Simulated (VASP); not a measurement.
The system is WS2.

```xyz
6
Lattice="3.1699 0.0000 0.0000 -1.5850 2.7453 0.0000 0.0000 0.0000 12.4911" Properties=species:S:1:pos:R:3 pbc="T T T"
W     0.0000    1.8302    3.1228
W     1.5850    0.9151    9.3683
S     1.5850    0.9151    4.6855
S     1.5850    0.9151    1.5600
S     0.0000    1.8302   10.9310
S     0.0000    1.8302    7.8056
```

Base run:

```yaml
Program: VASP 6.6.1
Functional: PBE
Potentials_or_basis: VASP PAW PBE potentials, release 64 (W_sv, S)
Cutoff: 520 eV
k_mesh: 9 × 9 × 2
Occupations: gaussian, width 0.01 eV
Spin: no spin polarisation
```

Its results: band gap on the k mesh 1.16 eV, indirect (least direct gap 1.78 eV); pressure 3.3 GPa; largest force 0.199 eV/Å.

**Question.** The run is repeated on the same cell with these changes: functional from PBE to r2SCAN. What comes out?

**Answer.** Band gap on the k mesh 1.27 eV, indirect (least direct gap 1.90 eV); pressure 1.4 GPa; largest force 0.029 eV/Å.

r2SCAN gives the wider gap, since meta-GGAs in the generalised Kohn-Sham scheme recover part of the derivative discontinuity.

Caveats: spin-orbit coupling is left out, which moves the levels of the heavy elements; this functional lacks dispersion, which binds the layers, so the pressure and a relaxed spacing across them are unreliable (some runs); the PAW data sets were made with another functional, which shifts forces and pressure a little (some runs).

A k mesh can miss the band edges.
